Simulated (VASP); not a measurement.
## SiNi: single point with LDA

SiNi:

```
Ni Si
1.0
     2.98150    0.00000    0.00000
     0.00000    3.32349    0.00000
     0.00000    0.00000    4.73900
Ni Si
2 2
Cartesian
  1.4907 1.6617 1.6231
  0.0000 0.0000 3.1159
  1.4907 1.6617 3.9957
  0.0000 0.0000 0.7433
```

```json
{
 "Program": "VASP 6.6.1",
 "Task": "single point",
 "Functional": "LDA",
 "Potentials or basis": "VASP PAW LDA potentials, release 64 (Ni, Si)",
 "Cutoff": "520 eV",
 "k mesh": "9 × 8 × 6",
 "Occupations": "fermi-dirac, width 0.05 eV",
 "Spin": "collinear spin, ferromagnetic start",
 "Starting moments": "[1.0, 1.0, 0.0, 0.0] μB",
 "Dipole correction": "no",
 "Further INCAR settings": "ALGO = Normal; EDIFF = 1e-06; NBANDS = 26"
}
```

```json
{"Pressure": "-11.4 GPa", "Largest force": "0.304 eV/Å", "Band gap on the k mesh": "zero (filled and empty bands overlap)", "Net moment": "0.00 μB per cell", "Valence electrons inside the program's atomic spheres": "Ni 9.53; Si 1.61"}
```

Forces in eV/Å, atoms in the order of the input:
```
Ni   0.000  0.000 -0.108
Ni   0.000  0.000  0.108
Si   0.000  0.000 -0.304
Si   0.000  0.000  0.304
```

Stress tensor (GPa, compression positive):
```
 -9.37   0.00   0.00
  0.00 -10.56   0.00
  0.00   0.00 -14.38
```

Levels at points of the mesh, in eV from the Fermi level:
Spin up:
```tsv
k point	band 10	band 11	band 12	band 13	band 14	band 15	band 16	band 17	band 18	band 19
(0.00, 0.00, 0.00)	-2.60	-2.24	-1.98	-1.94	-1.28	1.22	2.57	4.99	5.48	6.97
(0.00, 0.50, 0.00)	-2.66	-2.18	-2.18	-2.10	-2.10	1.08	1.08	4.82	4.82	7.73
(0.00, 0.00, 0.50)	-2.69	-2.59	-2.02	1.06	1.61	1.92	2.35	2.79	3.48	4.40
(0.00, 0.50, 0.50)	-2.46	-1.97	-1.97	-1.97	-1.97	5.11	5.11	5.22	5.22	7.02
```
Spin down:
| k point | band 11 | band 12 | band 13 | band 14 | band 15 | band 16 | band 17 | band 18 |
| --- | --- | --- | --- | --- | --- | --- | --- | --- |
| (0.00, 0.00, 0.00) | -2.24 | -1.98 | -1.94 | -1.28 | 1.22 | 2.57 | 4.99 | 5.48 |
| (0.00, 0.50, 0.00) | -2.18 | -2.18 | -2.10 | -2.10 | 1.08 | 1.08 | 4.82 | 4.82 |
| (0.00, 0.00, 0.50) | -2.59 | -2.02 | 1.06 | 1.61 | 1.92 | 2.35 | 2.79 | 3.48 |
| (0.00, 0.50, 0.50) | -1.97 | -1.97 | -1.97 | -1.97 | 5.11 | 5.11 | 5.22 | 5.22 |

Wall time 80 s on 1 thread of Intel(R) Xeon(R) 6975P-C (Granite Rapids), with other jobs on the host, peak memory 0.27 GiB.
